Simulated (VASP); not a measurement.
A run of VASP 6.6.1:

INCAR

```
SYSTEM = Hf2Pd2Se2Br2O3
PREC = Accurate
ENCUT = 520
EDIFF = 1E-7
ISMEAR = -1
SIGMA = 0.05
LREAL = .False.
LASPH = .True.
NELM = 100
ALGO = Normal
ISIF = 2
LWAVE = .False.
LCHARG = .True.
GGA = PS
LELF = .True.
LVHAR = .True.
NBANDS = 53
```

KPOINTS

```
regular mesh
0
Gamma
  8 8 2
  0 0 0
```

Contents of POSCAR:

```
Hf2Pd2Se2Br2O3
1.0
    3.7261300000      0.0000000000      0.0000000000
   -1.8630600000      3.2269200000      0.0000000000
    0.0000000000      0.0000000000     17.0086700000
Hf Pd Se Br O
2 2 2 2 3
Direct
    0.6666700000      0.3333300000      0.9338500000
    0.3333300000      0.6666700000      0.0661500000
    0.0000000000      0.0000000000      0.3029800000
    0.0000000000      0.0000000000      0.6970200000
    0.3333300000      0.6666700000      0.2264900000
    0.6666700000      0.3333300000      0.7735100000
    0.6666700000      0.3333300000      0.3986200000
    0.3333300000      0.6666700000      0.6013800000
    0.3333300000      0.6666700000      0.9268900000
    0.6666700000      0.3333300000      0.0731100000
    0.0000000000      0.0000000000      0.0000000000
```

Potentials or basis: VASP PAW PBE potentials, release 64 (Hf_pv, Pd, Se, Br, O).

Command:

```console
$ cat potpaw_PBE.64/Hf_pv/POTCAR potpaw_PBE.64/Pd/POTCAR potpaw_PBE.64/Se/POTCAR potpaw_PBE.64/Br/POTCAR potpaw_PBE.64/O/POTCAR > POTCAR
$ mpirun -np 1 vasp_std > vasp.out
```

Hardware: 1 thread of Intel(R) Xeon(R) Platinum 8488C (Sapphire Rapids) (shared host).

**Question.** Estimate the wall time of this run.

**Answer.** Run time: 12 min on 1 thread of Intel(R) Xeon(R) Platinum 8488C (Sapphire Rapids), on a shared host, peak memory 0.59 GiB. Counts: scf iterations 28, k points 42.
